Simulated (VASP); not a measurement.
Here is a VASP 6.6.1 calculation.

The input INCAR:

```
SYSTEM = Mg3Sn2N2
ALGO = Normal
EDIFF = 1E-6
ENCUT = 520
GGA = PE
ISIF = 2
ISMEAR = 0
LASPH = .TRUE.
LCHARG = .FALSE.
LREAL = .FALSE.
LWAVE = .FALSE.
NBANDS = 31
NELM = 100
PREC = Accurate
SIGMA = 0.2
```

The input KPOINTS:

```
k-points
0
G
  4 4 3
  0 0 0
```

Contents of POSCAR:

```
Mg3Sn2N2
1.0
    6.3533665583     -0.0000000034      0.0000000000
   -3.1766832762      5.5021768407      0.0000000000
    0.0000000000      0.0000000000      5.6214775822
Mg Sn N
3 2 2
Direct
    0.5000000000      0.0000000000      0.5000000000
    0.0000000000      0.5000000000      0.5000000000
    0.5000000000      0.5000000000      0.5000000000
    0.3333333333      0.6666666667     -0.0027811750
    0.6666666667      0.3333333333      1.0027811750
    0.3333333333      0.6666666667      0.3795332515
    0.6666666667      0.3333333333      0.6204667485
```

Potentials or basis: VASP PAW PBE potentials, release 64 (Mg, Sn_d, N).

The run is started by

```bash
$ cat potpaw_PBE.64/Mg/POTCAR potpaw_PBE.64/Sn_d/POTCAR potpaw_PBE.64/N/POTCAR > POTCAR
$ mpirun -np 1 vasp_std > vasp.out
```

(1) Predict the pressure.

(2) Estimate the band gap on the k mesh.

(3) Predict the largest force.

Answers

(1) 0.0 GPa.

(2) zero (band 22 reaches 2.92 eV, above the bottom of band 23 at 2.29 eV).

(3) 0.060 eV/Å.

Caveat: the k points lie up to 0.37 Å⁻¹ apart; spin-orbit coupling is left out, which moves the levels of the heavy elements.
